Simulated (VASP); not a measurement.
# SnO (P4/nmm) in VASP: notebook, part 2 of 2

VASP 6.6.1. The steps go on from the part before.

## Step 3: Electric field gradients, PBE (17.30 Å³/atom)

This run uses another cell than the first one, of 17.30 Å³/atom.

Input file INCAR:

```
SYSTEM = SnO
  PREC = Accurate
  ENCUT = 1000
  EDIFF = 1E-8
  ISMEAR = -1
  SIGMA = 0.01
  LREAL = .False.
  LASPH = .True.
  NELM = 120
  ALGO = Normal
  ISIF = 2
  LWAVE = .False.
  LCHARG = .False.
  GGA = PE
  LEFG = .True.
  NBANDS = 28
  GGA_COMPAT = .False.
```

Input file KPOINTS:

```
Automatic mesh
0
Gamma
  8 8 6
  0 0 0
```

Input file POSCAR:

```
SnO
1.0
    3.7892841860      0.0000000000      0.0000000000
    0.0000000000      3.7892841860      0.0000000000
    0.0000000000      0.0000000000      4.8198259661
Sn O
2 2
Direct
    0.0000000000      0.5000000000      0.2385000000
    0.5000000000      0.0000000000      0.7615000000
    0.0000000000      0.0000000000      0.0000000000
    0.5000000000      0.5000000000      0.0000000000
```

Potentials or basis: VASP PAW PBE potentials, release 64 (Sn_d, O_h).

Started as:

```
> cat potpaw_PBE.64/Sn_d/POTCAR potpaw_PBE.64/O_h/POTCAR > POTCAR
> mpirun -np 1 vasp_std > vasp.out
```

OUTCAR:

```text
SYSTEM = SnO
   PREC = Accurate
   ENCUT = 1000
   EDIFF = 1E-8
   ISMEAR = -1
   LREAL = .False.
   LASPH = .True.
   NELM = 120
   ISIF = 2
   GGA = PE

 ion  position               nearest neighbor table
   1  0.000  0.500  0.239-   3 2.22   4 2.22   3 2.22   4 2.22   2 3.53   2 3.53   2 3.53   2 3.53
                             2 3.68   2 3.68   2 3.68   2 3.68
   2  0.500  0.000  0.761-   3 2.22   4 2.22   4 2.22   3 2.22   1 3.53   1 3.53   1 3.53   1 3.53
                             1 3.68   1 3.68   1 3.68   1 3.68
   3  0.000  0.000  0.000-   1 2.22   2 2.22   1 2.22   2 2.22
   4  0.500  0.500  0.000-   1 2.22   2 2.22   2 2.22   1 2.22

  LATTYP: Found a simple tetragonal cell.
 ALAT       =     3.7892841860
 C/A-ratio  =     1.2719621252

  Lattice vectors:

 A1 = (   3.7892841860,   0.0000000000,   0.0000000000)
 A2 = (   0.0000000000,   3.7892841860,   0.0000000000)
 A3 = (   0.0000000000,   0.0000000000,   4.8198259661)

Analysis of symmetry for initial positions (statically):
=====================================================================
 Subroutine PRICEL returns:
 Original cell was already a primitive cell.

 Routine SETGRP: Setting up the symmetry group for a
 simple tetragonal supercell.

 Subroutine GETGRP returns: Found 16 space group operations
 (whereof  8 operations were pure point group operations)
 out of a pool of 16 trial point group operations.

The static configuration has the point symmetry D_2d.
 The point group associated with its full space group is D_4h.

Analysis of symmetry for dynamics (positions and initial velocities):
=====================================================================
 Subroutine PRICEL returns:
 Original cell was already a primitive cell.

 Routine SETGRP: Setting up the symmetry group for a
 simple tetragonal supercell.

 Subroutine GETGRP returns: Found 16 space group operations
 (whereof  8 operations were pure point group operations)
 out of a pool of 16 trial point group operations.

The dynamic configuration has the point symmetry D_2d.
 The point group associated with its full space group is D_4h.

 Subroutine INISYM returns: Found 16 space group operations
 (whereof  8 operations are pure point group operations),
 and found     1 'primitive' translations

----------------------------------------------------------------------------------------

                                     Primitive cell

  volume of cell :      69.2063

  direct lattice vectors                    reciprocal lattice vectors
     3.789284186  0.000000000  0.000000000     0.263902086  0.000000000  0.000000000
     0.000000000  3.789284186  0.000000000     0.000000000  0.263902086  0.000000000
     0.000000000  0.000000000  4.819825966     0.000000000  0.000000000  0.207476371

  length of vectors
     3.789284186  3.789284186  4.819825966     0.263902086  0.263902086  0.207476371

  position of ions in fractional coordinates (direct lattice)
     0.000000000  0.500000000  0.238500000
     0.500000000  0.000000000  0.761500000
[... 96 lines left out ...]
   ISMEAR =    -1;   SIGMA  =   0.01  broadening in eV -4-tet -1-fermi 0-gaus
   EFERMI_NEDOS =   21; number of points for ismear=-14 and -15
   IALGO  =     38    algorithm
   IMIX   =      4    mixing-type and parameters
     AMIX     =   0.40;   BMIX     =  1.00
     AMIX_MAG =   1.60;   BMIX_MAG =  1.00
  volume/ion in A,a.u.               =      17.30       116.76
  Fermi-wavevector in a.u.,A,eV,Ry     =   1.363681  2.576984 25.301762  1.859627
  Thomas-Fermi vector in A             =   2.490063
   LORBIT       =      0    0 simple, 1 ext, 2 COOP (PROOUT), +10 PAW based schemes
   GGA     = PE    functional components
   LHFCALC =     F    Hartree Fock is set to
   AEXX    =    0.0000 exact exchange contribution
   IVDW    =     0    specifies the selected vdW correction
   LEPSILON=     F    determine dielectric tensor
   LRPA    =     F    only Hartree local field effects (RPA)
 non-spin polarized calculation
  energy-cutoff  :     1000.00
  volume of cell :       69.21
 maximum number of plane-waves:      5012
 NGX is ok and might be reduce to    40
   NGX = 19   NGY = 19   NGZ = 25

 number of electron      39.9999994 magnetization

 Free energy of the ion-electron system (eV)
  ---------------------------------------------------
  ext. energy  EPLUGINS =         0.00000000
  ---------------------------------------------------
  free energy    TOTEN  =       -22.66302308 eV

  energy without entropy =      -22.66282150  energy(sigma->0) =      -22.66292229

 E-fermi :   7.6102     XC(G=0): -10.3222

 val. band max:        7.6057195454   @ k =   0.5000   0.5000   0.0000
 cond. band min:       7.6127664549   @ k =   0.0000   0.0000   0.0000
 fundamental gap:      0.0070469095
 Fermi energy:         7.6102240879

 k-point     1 :       0.0000    0.0000    0.0000
  band No.  band energies     occupation
      1     -14.5117      2.00000
      2     -14.0497      2.00000
      3     -14.0497      2.00000
      4     -14.0475      2.00000
      5     -14.0014      2.00000
      6     -13.9941      2.00000
[... 733 lines left out ...]
     27      16.2078      0.00000
     28      16.2078      0.00000

 [... further k-points ...]

------------------------ aborting loop because EDIFF is reached ----------------------------------------

  FORCE on cell =-STRESS in cart. coord.  units (eV):
  Direction    XX          YY          ZZ          XY          YZ          ZX
  --------------------------------------------------------------------------------------
  -------------------------------------------------------------------------------------
  Total        2.6068718      2.6068718      2.0053060      0.0000000      0.0000000      0.0000000
  in kB       60.3510108     60.3510108     46.4243165      0.0000000      0.0000000      0.0000000
  external PRESSURE =      55.7087793 kB  Pullay stress =       0.0000000 kB

 VOLUME and BASIS-vectors are now :
 -----------------------------------------------------------------------------
  energy-cutoff  :     1000.00
  volume of cell :       69.21
      direct lattice vectors                 reciprocal lattice vectors
     3.789284186  0.000000000  0.000000000     0.263902086  0.000000000  0.000000000
     0.000000000  3.789284186  0.000000000     0.000000000  0.263902086  0.000000000
     0.000000000  0.000000000  4.819825966     0.000000000  0.000000000  0.207476371

 POSITION                                       TOTAL-FORCE (eV/Angst)
 -----------------------------------------------------------------------------------
      0.00000      1.89464      1.14953        -0.000000      0.000000      0.585045
      1.89464      0.00000      3.67030         0.000000      0.000000     -0.585045
      0.00000      0.00000      0.00000        -0.000000      0.000000      0.000000
      1.89464      1.89464      0.00000         0.000000     -0.000000      0.000000
 -----------------------------------------------------------------------------------
    total drift:                               -0.000000      0.000000      0.000000

  FREE ENERGIE OF THE ION-ELECTRON SYSTEM (eV)
  ---------------------------------------------------
  free  energy   TOTEN  =       -22.6630230797 eV

  energy  without entropy=      -22.6628215030  energy(sigma->0) =      -22.66292229

 Electric field gradients (V/A^2)
---------------------------------------------------------------------
 ion       V_xx      V_yy      V_zz      V_xy      V_xz      V_yz
---------------------------------------------------------------------
   1      83.620    83.620  -167.241     0.000     0.000    -0.000
   2      83.620    83.620  -167.241    -0.000     0.000    -0.000
   3      -1.177    -1.177     2.354    -0.000    -0.000     0.000
   4      -1.177    -1.177     2.354    -0.000    -0.000    -0.000
---------------------------------------------------------------------

 Electric field gradients after diagonalization (V/A^2)
 (convention: |V_zz| > |V_xx| > |V_yy|)
----------------------------------------------------------------------
 ion       V_xx      V_yy      V_zz     asymmetry (V_yy - V_xx)/ V_zz
----------------------------------------------------------------------
   1      83.620    83.620  -167.241       0.000
   2      83.620    83.620  -167.241       0.000
   3      -1.177    -1.177     2.354       0.000
   4      -1.177    -1.177     2.354       0.000
----------------------------------------------------------------------

           NMR quadrupolar parameters

 Cq : quadrupolar parameter    Cq=e*Q*V_zz/h
 eta: asymmetry parameters     (V_yy - V_xx)/ V_zz
 Q  : nuclear electric quadrupole moment in mb (millibarn)
----------------------------------------------------------------------
 ion       Cq(MHz)       eta       Q (mb)
----------------------------------------------------------------------
   1      -0.404       0.000       1.000
   2      -0.404       0.000       1.000
   3       0.006       0.000       1.000
   4       0.006       0.000       1.000
----------------------------------------------------------------------
```

OSZICAR:

```text
N       E                     dE             d eps       ncg     rms          rms(c)
DAV:   1     0.540459483066E+03    0.54046E+03   -0.28638E+04  3432   0.328E+03
DAV:   2     0.901353016322E+02   -0.45032E+03   -0.43350E+03  3400   0.745E+02
DAV:   3    -0.151877878443E+02   -0.10532E+03   -0.10114E+03  4152   0.228E+02
DAV:   4    -0.259647139341E+02   -0.10777E+02   -0.10617E+02  4036   0.712E+01
DAV:   5    -0.263013228740E+02   -0.33661E+00   -0.33602E+00  3664   0.132E+01    0.118E+01
DAV:   6    -0.226459990208E+02    0.36553E+01   -0.14939E+01  5568   0.433E+01    0.480E+00
DAV:   7    -0.226831992644E+02   -0.37200E-01   -0.20231E+00  3792   0.845E+00    0.260E+00
DAV:   8    -0.226731127445E+02    0.10087E-01   -0.34165E-01  4892   0.431E+00    0.884E-01
DAV:   9    -0.226618628866E+02    0.11250E-01   -0.60714E-02  5404   0.257E+00    0.260E-01
DAV:  10    -0.226634852562E+02   -0.16224E-02   -0.90142E-03  4664   0.888E-01    0.179E-01
DAV:  11    -0.226629801172E+02    0.50514E-03   -0.21991E-03  5152   0.449E-01    0.280E-02
DAV:  12    -0.226630399227E+02   -0.59806E-04   -0.56244E-04  4060   0.144E-01    0.447E-02
DAV:  13    -0.226630241780E+02    0.15745E-04   -0.49476E-05  4340   0.627E-02    0.115E-02
DAV:  14    -0.226630230474E+02    0.11307E-05   -0.66109E-06  4760   0.167E-02    0.288E-03
DAV:  15    -0.226630229564E+02    0.90997E-07   -0.99477E-07  5200   0.832E-03    0.116E-03
DAV:  16    -0.226630230197E+02   -0.63323E-07   -0.16592E-07  3484   0.268E-03    0.789E-04
DAV:  17    -0.226630230769E+02   -0.57175E-07   -0.10168E-08  2068   0.848E-04    0.147E-04
DAV:  18    -0.226630230797E+02   -0.27949E-08   -0.46746E-09  1720   0.520E-04
   1 F= -.22663023E+02 E0= -.22662922E+02  d E =-.201577E-03
```

Run time: 4.6 min. Hardware: 1 thread of Intel Xeon Platinum 8375C at 2.90GHz (Ice Lake), shared host; peak memory 0.42 GiB.

What came out:

- Free energy: -22.6630 eV
- Pressure: 5.6 GPa
- Largest force: 0.585 eV/Å
- Band gap on the k mesh: zero (bands 20 and 21 overlap by 0.01 eV)
- Largest electric field gradient by atom: Sn -167.2; O +2.4 V/Å²

Forces in eV/Å, atoms in the order of the input:
```
Sn   0.000  0.000  0.585
Sn   0.000  0.000 -0.585
O    0.000  0.000  0.000
O    0.000  0.000  0.000
```

Levels at points of the mesh, in eV from the Fermi level:
| k point | band 17 | band 18 | band 19 | band 20 | band 21 | band 22 | band 23 | band 24 |
| --- | --- | --- | --- | --- | --- | --- | --- | --- |
| (0.00, 0.00, 0.00) | -3.61 | -3.29 | -3.29 | 0.00 | 2.12 | 4.37 | 4.65 | 4.65 |
| (0.50, 0.00, 0.00) | -4.99 | -4.99 | -2.82 | -2.82 | 3.19 | 3.19 | 5.91 | 5.91 |
| (0.50, 0.50, 0.00) | -2.63 | -2.63 | -1.94 | -1.94 | 0.00 | 0.00 | 4.42 | 4.42 |
| (0.00, 0.00, 0.50) | -3.31 | -3.31 | -3.11 | -2.34 | 1.68 | 2.91 | 2.91 | 3.67 |
| (0.50, 0.00, 0.50) | -4.95 | -4.95 | -1.83 | -1.83 | 2.57 | 2.57 | 5.41 | 5.41 |
| (0.50, 0.50, 0.50) | -2.75 | -2.75 | -2.63 | -2.63 | 2.27 | 2.27 | 4.05 | 4.05 |

Electric field gradients, principal values (V/Å²):
| atom | least | middle | greatest (by size) |
| --- | --- | --- | --- |
| 1 Sn | 83.620 | 83.620 | -167.241 |
| 2 Sn | 83.620 | 83.620 | -167.241 |
| 3 O | -1.177 | -1.177 | 2.354 |
| 4 O | -1.177 | -1.177 | 2.354 |

Caveat: the cell stands under pressure; semilocal functionals underestimate gaps, and a narrow one can read as zero; without QUAD_EFG the Cq values of the log hold for a quadrupole moment of 1 mb, not for the nuclei; spin-orbit coupling is left out, which moves the levels of the heavy elements.
